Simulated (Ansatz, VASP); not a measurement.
BAs5: VASP beside Ansatz

File INCAR:

```
SYSTEM = BAs5
PREC = Accurate ; ENCUT = 600
EDIFF = 1E-6 ; ISMEAR = 0
SIGMA = 0.1 ; LREAL = .FALSE.
LASPH = .TRUE. ; NELM = 60
ALGO = Normal ; ISIF = 3
LWAVE = .FALSE. ; LCHARG = .FALSE.
GGA = PE ; IBRION = 2
NSW = 100 ; EDIFFG = -0.01
```

The input KPOINTS:

```
regular mesh
0
G
  12 12 8
  0 0 0
```

The input POSCAR:

```
BAs5
1.0
    5.6872770300      0.0000000000      0.0000000000
   -2.8436385200      4.9253263900      0.0000000000
    0.0000000000      0.0000000000      4.7386639900
B As
1 5
Direct
    0.0000000000      0.0000000000      0.0000000000
    0.5000000000      0.0000000000      0.5000000000
    0.5000000000      0.5000000000      0.5000000000
    0.0000000000      0.5000000000      0.5000000000
    0.3333333300      0.6666666700      0.0000000000
    0.6666666700      0.3333333300      0.0000000000
```

Input for Ansatz:

```yaml
crystal:
  lattice:
    - [5.68727703, 0.0, 0.0]
    - [-2.84363852, 4.92532639, 0.0]
    - [0.0, 0.0, 4.73866399]
  atoms:
    - { symbol: B, position: [0.0, 0.0, 0.0] }
    - { symbol: As, position: [0.5, 0.0, 0.5] }
    - { symbol: As, position: [0.5, 0.5, 0.5] }
    - { symbol: As, position: [0.0, 0.5, 0.5] }
    - { symbol: As, position: [0.33333333, 0.66666667, 0.0] }
    - { symbol: As, position: [0.66666667, 0.33333333, 0.0] }
basis:
  ecutwfc: 420
kpoints:
  mp_grid: { grid: [12, 12, 8] }
hamiltonian:
  xc: pbe
scf:
  occupations: { method: gaussian, width: 0.1 }
output:
  forces: true
  stress: true
  eigenvalues: true
  write_density: true
  write_potential: true
  elf: true
  volumetric_format: npy
relax:
  adjacent_minimum: "off"
  f_tol: 0.01
  max_steps: 80
  cell: { stress_tol: 0.05 }
```

Change from the starting cell: species swapped into the GdRh5 type (P6/mmm, No. 191).

Alike in both runs: task relaxation of cell and atoms; functional PBE; k mesh 12 × 12 × 8; occupations gaussian, width 0.1 eV; no spin polarisation.

|  | VASP | Ansatz |
| --- | --- | --- |
| version | VASP 6.6.1 | Ansatz 0.2.0 |
| potentials or method | VASP PAW PBE potentials, release 64 (B, As), cutoff 600 eV | scalar-relativistic, plane waves, PAW |
| valence electrons in the cell | 28 | 78 |

VASP gave:

* gap on the k mesh at the Fermi level, each at its own relaxed structure (eV): none
* relaxed volume (Å³/atom): 20.45
* relaxed length of the cell vector where the two differ most in proportion (Å): 5.259

Estimate Ansatz's values.

gap on the k mesh at the Fermi level, each at its own relaxed structure (eV): none; relaxed volume (Å³/atom): 20.40; relaxed length of the cell vector where the two differ most in proportion (Å): 5.252.

A gap of «none» marks a metal or a gap that the smearing closes. VASP's potentials hold 28 valence electrons a cell and Ansatz's 78, so a difference there can come from the potentials and not from the codes.
